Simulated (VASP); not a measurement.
# HfZr3S8 (P-3m1) in VASP: relaxation of cell and atoms with PBE

Aim: the relaxation of cell and atoms of HfZr3S8 with PBE.

All numbers are computed with VASP 6.6.1; they aren't measurements. Logs are shortened: lines on timing, memory, paths and dates and some standing lists are left out, and cuts for length are marked.

## (1) The cell of the first run

Symmetry: P-3m1, No. 164, trigonal system. The conventional cell has a = 3.681 Å, b = 3.681 Å, c = 26.806 Å, α = 90.00°, β = 90.00°, γ = 120.00°. Within 3.4 Å of Zr (site symmetry -3m) lie 6 S at 2.57 Å. Within 3.4 Å of Zr (site symmetry 3m) lie 6 S at 2.57 Å. Within 3.4 Å of Hf (site symmetry -3m) lie 6 S at 2.56 Å. Within 3.4 Å of S (site symmetry 3m) lie 3 Zr at 2.57 Å. Within 3.4 Å of S (site symmetry 3m) lie 3 Hf at 2.56 Å. Within 3.4 Å of S (site symmetry 3m) lie 3 Zr at 2.57 Å. Within 3.4 Å of S (site symmetry 3m) lie 3 Zr at 2.57 Å.

## (2) Relaxation of cell and atoms, PBE

INCAR reads:

```
SYSTEM = HfZr3S8
  PREC = Accurate
  ENCUT = 600
  EDIFF = 1E-6
  ISMEAR = 0
  SIGMA = 0.02
  LREAL = .FALSE.
  LASPH = .TRUE.
  NELM = 60
  ALGO = Normal
  ISIF = 3
  LWAVE = .FALSE.
  LCHARG = .FALSE.
  GGA = PE
  IBRION = 2
  NSW = 100
  EDIFFG = -0.01
```

KPOINTS reads:

```
regular mesh
0
G
  12 12 1
  0 0 0
```

POSCAR reads:

```
HfZr3S8
1.0
    3.6805712405      0.0000000000      0.0000000000
   -1.8402856202      3.1874681947      0.0000000000
    0.0000000000      0.0000000000     26.8062493856
Zr Hf S
3 1 8
Direct
    0.0000000000      0.0000000000      0.0000000000
    0.0000000000      0.0000000000      0.2497403219
    0.0000000000      0.0000000000      0.7502596781
    0.0000000000      0.0000000000      0.5000000000
    0.6666666667      0.3333333333      0.1956867592
    0.6666666667      0.3333333333      0.4465848998
    0.6666666667      0.3333333333      0.6962049968
    0.6666666667      0.3333333333      0.9459448225
    0.3333333333      0.6666666667      0.0540551775
    0.3333333333      0.6666666667      0.3037950032
    0.3333333333      0.6666666667      0.5534151002
    0.3333333333      0.6666666667      0.8043132408
```

Potentials or basis: VASP PAW PBE potentials, release 64 (Zr_sv, Hf_pv, S).

Launch:

```bash
$ cat potpaw_PBE.64/Zr_sv/POTCAR potpaw_PBE.64/Hf_pv/POTCAR potpaw_PBE.64/S/POTCAR > POTCAR
$ mpirun -np 1 vasp_std > vasp.out
```

OUTCAR:

```text
SYSTEM = HfZr3S8
   PREC = Accurate
   ENCUT = 600
   EDIFF = 1E-6
   ISMEAR = 0
   LREAL = .FALSE.
   LASPH = .TRUE.
   NELM = 60
   ISIF = 3
   GGA = PE
   IBRION = 2
   NSW = 100
   EDIFFG = -0.01

 ion  position               nearest neighbor table
   1  0.000  0.000  0.000-   8 2.57   9 2.57   9 2.57   8 2.57   8 2.57   9 2.57
   2  0.000  0.000  0.250-   5 2.57   5 2.57   5 2.57  10 2.57  10 2.57  10 2.57
   3  0.000  0.000  0.750-  12 2.57  12 2.57  12 2.57   7 2.57   7 2.57   7 2.57
   4  0.000  0.000  0.500-   6 2.56  11 2.56  11 2.56   6 2.56   6 2.56  11 2.56
   5  0.667  0.333  0.196-   2 2.57   2 2.57   2 2.57
   6  0.667  0.333  0.447-   4 2.56   4 2.56   4 2.56
   7  0.667  0.333  0.696-   3 2.57   3 2.57   3 2.57
   8  0.667  0.333  0.946-   1 2.57   1 2.57   1 2.57
   9  0.333  0.667  0.054-   1 2.57   1 2.57   1 2.57
  10  0.333  0.667  0.304-   2 2.57   2 2.57   2 2.57
  11  0.333  0.667  0.553-   4 2.56   4 2.56   4 2.56
  12  0.333  0.667  0.804-   3 2.57   3 2.57   3 2.57

  LATTYP: Found a hexagonal cell.
 ALAT       =     3.6805712405
 C/A-ratio  =     7.2831763425

  Lattice vectors:

 A1 = (   3.6805712405,   0.0000000000,   0.0000000000)
 A2 = (  -1.8402856202,   3.1874681947,   0.0000000000)
 A3 = (   0.0000000000,   0.0000000000,  26.8062493856)

Analysis of symmetry for initial positions (statically):
=====================================================================
 Subroutine PRICEL returns:
 Original cell was already a primitive cell.

 Routine SETGRP: Setting up the symmetry group for a
 hexagonal supercell.

 Subroutine GETGRP returns: Found 12 space group operations
 (whereof 12 operations were pure point group operations)
 out of a pool of 24 trial point group operations.

The static configuration has the point symmetry D_3d.

Analysis of symmetry for dynamics (positions and initial velocities):
=====================================================================
 Subroutine PRICEL returns:
 Original cell was already a primitive cell.

 Routine SETGRP: Setting up the symmetry group for a
 hexagonal supercell.

 Subroutine GETGRP returns: Found 12 space group operations
 (whereof 12 operations were pure point group operations)
 out of a pool of 24 trial point group operations.

The dynamic configuration has the point symmetry D_3d.

 Subroutine INISYM returns: Found 12 space group operations
 (whereof 12 operations are pure point group operations),
 and found     1 'primitive' translations
[... 97 lines left out ...]
   NGX,Y,Z   is equivalent  to a cutoff of  13.55, 13.55, 13.40 a.u.
   NGXF,Y,Z  is equivalent  to a cutoff of  27.10, 27.10, 26.79 a.u.
 SYSTEM =  HfZr3S8
   PREC   = accura    normal or accurate (medium, high low for compatibility)
   ISTART =      0    job   : 0-new  1-cont  2-samecut
   ICHARG =      2    charge: 1-file 2-atom 10-const
   ISPIN  =      1    spin polarized calculation?
   LNONCOLLINEAR =      F non collinear calculations
   LSORBIT =      F    spin-orbit coupling
   LASPH  =      T    aspherical Exc in radial PAW
   ENCUT  =  600.0 eV  44.10 Ry    6.64 a.u.   7.35  7.35 53.54*2*pi/ulx,y,z
   NELM   =     60;   NELMIN=  2; NELMDL= -5     # of ELM steps
   EDIFF  = 0.1E-05   stopping-criterion for ELM
   LREAL  =      F    real-space projection
   EDIFFG = -.1E-01   stopping-criterion for IOM
   NSW    =    100    number of steps for IOM
   IBRION =      2    ionic relax: 0-MD 1-quasi-New 2-CG
   NFREE  =      1    steps in history (QN), initial steepest desc. (CG)
   ISIF   =      3    stress and relaxation
   ISYM   =      2    0-nonsym 1-usesym 2-fastsym
   POTIM  = 0.5000    time-step for ionic-motion
   TEBEG  =    0.0;   TEEND  =   0.0 temperature during run
   PSTRESS=    0.0 pullay stress
   NELECT =      94.0000    total number of electrons
   NUPDOWN=      -1.0000    fix difference up-down
   EMIN   =  10.00;   EMAX   =-10.00  energy-range for DOS
   EFERMI =   0.00;   METHOD = LEGACY
   ISMEAR =     0;   SIGMA  =   0.02  broadening in eV -4-tet -1-fermi 0-gaus
   EFERMI_NEDOS =   21; number of points for ismear=-14 and -15
   IALGO  =     38    algorithm
   IMIX   =      4    mixing-type and parameters
     AMIX     =   0.40;   BMIX     =  1.00
     AMIX_MAG =   1.60;   BMIX_MAG =  1.00
  volume/ion in A,a.u.               =      26.21       176.85
  Fermi-wavevector in a.u.,A,eV,Ry     =   1.094591  2.068476 16.301531  1.198129
  Thomas-Fermi vector in A             =   2.230898
   LORBIT       =      0    0 simple, 1 ext, 2 COOP (PROOUT), +10 PAW based schemes
   GGA     = PE    functional components
   LHFCALC =     F    Hartree Fock is set to
   AEXX    =    0.0000 exact exchange contribution
   IVDW    =     0    specifies the selected vdW correction
   LEPSILON=     F    determine dielectric tensor
   LRPA    =     F    only Hartree local field effects (RPA)
 conjugate gradient relaxation of ions
 non-spin polarized calculation
 Gauss-broadening in eV      SIGMA  =   0.02
  energy-cutoff  :      600.00
  volume of cell :      314.48
 maximum number of plane-waves:     10565
 NGX is ok and might be reduce to    30
   NGX = 15   NGY = 15   NGZ =107

--------------------------------------- Ionic step        1  -------------------------------------------

 number of electron      93.9999992 magnetization

 Free energy of the ion-electron system (eV)
  ---------------------------------------------------
  ext. energy  EPLUGINS =         0.00000000
  ---------------------------------------------------
  free energy    TOTEN  =       -87.25451212 eV

  energy without entropy =      -87.25451212  energy(sigma->0) =      -87.25451212

------------------------ aborting loop because EDIFF is reached ----------------------------------------

  FORCE on cell =-STRESS in cart. coord.  units (eV):
  Direction    XX          YY          ZZ          XY          YZ          ZX
  --------------------------------------------------------------------------------------
  -------------------------------------------------------------------------------------
  Total       -0.4486587     -0.4486587      0.0777328     -0.0000000     -0.0000000      0.0000000
  in kB       -2.2857540     -2.2857540      0.3960206     -0.0000000     -0.0000000      0.0000000
  external PRESSURE =      -1.3918291 kB  Pullay stress =       0.0000000 kB
[... 125 lines left out ...]
--------------------------------------- Ionic step        4  -------------------------------------------

 number of electron      93.9999992 magnetization

 Free energy of the ion-electron system (eV)
  ---------------------------------------------------
  ext. energy  EPLUGINS =         0.00000000
  ---------------------------------------------------
  free energy    TOTEN  =       -87.25579026 eV

  energy without entropy =      -87.25579026  energy(sigma->0) =      -87.25579026

 E-fermi :   2.9347     XC(G=0):  -8.7097

 val. band max:        2.7429703012   @ k =   0.0000   0.0000   0.0000
 cond. band min:       3.8490670805   @ k =   0.5000   0.0000   0.0000
 fundamental gap:      1.1060967793
 Fermi energy:         2.9346524082

 k-point     1 :       0.0000    0.0000    0.0000
  band No.  band energies     occupation
      1     -46.1484      2.00000
      2     -46.1484      2.00000
      3     -46.1482      2.00000
      4     -27.9661      2.00000
      5     -27.8571      2.00000
      6     -27.8571      2.00000
[... 1149 lines left out ...]
  FREE ENERGIE OF THE ION-ELECTRON SYSTEM (eV)
  ---------------------------------------------------
  free  energy   TOTEN  =       -87.2557902579 eV

  energy  without entropy=      -87.2557902579  energy(sigma->0) =      -87.25579026

 reached required accuracy - stopping structural energy minimisation
```

OSZICAR:

```text
N       E                     dE             d eps       ncg     rms          rms(c)
DAV:   1     0.838390152070E+03    0.83839E+03   -0.48444E+04  2144   0.169E+03
DAV:   2    -0.143927928996E+02   -0.85278E+03   -0.83036E+03  2736   0.391E+02
DAV:   3    -0.902040245362E+02   -0.75811E+02   -0.74717E+02  2920   0.985E+01
[... 36 lines left out ...]
DAV:   4    -0.872558194791E+02    0.45990E-04   -0.72928E-05  3080   0.294E-02    0.410E-02
DAV:   5    -0.872557943774E+02    0.25102E-04   -0.44319E-05  2784   0.246E-02    0.194E-02
DAV:   6    -0.872557913018E+02    0.30756E-05   -0.10929E-05  2984   0.102E-02    0.685E-03
DAV:   7    -0.872557902814E+02    0.10203E-05   -0.12030E-06  1568   0.521E-03    0.237E-03
DAV:   8    -0.872557902579E+02    0.23547E-07   -0.43277E-07  1520   0.282E-03
   4 F= -.87255790E+02 E0= -.87255790E+02  d E =-.418658E-03
```

It took 18 min on 1 thread of Oxide Virtual Turin-like, shared host; peak memory 0.69 GiB.

What came out:

```
Free energy                           : -87.2558 eV
Relaxed volume                        : 26.15 Å³/atom
Relaxed cell                          : a = 3.673 Å, b = 3.673 Å, c = 26.853 Å, α = 90.00°, β = 90.00°, γ = 120.00°
Space group after relaxing (to 0.1 Å) : P-3m1 (No. 164)
Energy gained by relaxing             : 0.1 meV/atom
Ionic steps                           : 4
Pressure after relaxing               : 0.0 GPa
Largest force after relaxing          : 0.004 eV/Å
Band gap on the k mesh                : 1.11 eV (least direct gap 1.68 eV)
```

Forces in eV/Å, atoms in the order of the input:
```
Zr   0.000  0.000  0.000
Zr   0.000  0.000  0.000
Zr   0.000  0.000  0.000
Hf   0.000  0.000  0.000
S    0.000  0.000  0.003
S    0.000  0.000  0.004
S    0.000  0.000  0.003
S    0.000  0.000  0.003
S    0.000  0.000 -0.003
S    0.000  0.000 -0.003
S    0.000  0.000 -0.004
S    0.000  0.000 -0.003
```

The path:
| step | energy change (eV) | largest force (eV/Å) | pressure (GPa) | volume (Å³) |
| --- | --- | --- | --- | --- |
| 1 | 0.0000 | 0.0500 | -0.14 | 314.48 |
| 2 | -0.0008 | 0.0402 | 0.14 | 313.45 |
| 3 | -0.0009 | 0.0374 | 0.09 | 313.62 |
| 4 | -0.0013 | 0.0042 | 0.00 | 313.81 |

Final structure:
```
CELL_PARAMETERS angstrom
3.67343 0.00000 0.00000
-1.83672 3.18129 0.00000
0.00000 0.00000 26.85280
ATOMIC_POSITIONS crystal
Zr 0.00000 0.00000 0.00000
Zr 0.00000 0.00000 0.24974
Zr 0.00000 0.00000 0.75026
Hf 0.00000 0.00000 0.50000
S 0.66667 0.33333 0.19557
S 0.66667 0.33333 0.44671
S 0.66667 0.33333 0.69609
S 0.66667 0.33333 0.94583
S 0.33333 0.66667 0.05417
S 0.33333 0.66667 0.30391
S 0.33333 0.66667 0.55329
S 0.33333 0.66667 0.80443
```

Caveat: spin-orbit coupling is left out, which moves the levels of the heavy elements; an odd mesh through Γ misses points on the zone boundary, where band edges can lie; this functional lacks dispersion, which binds the layers, so the pressure and a relaxed spacing across them are unreliable.
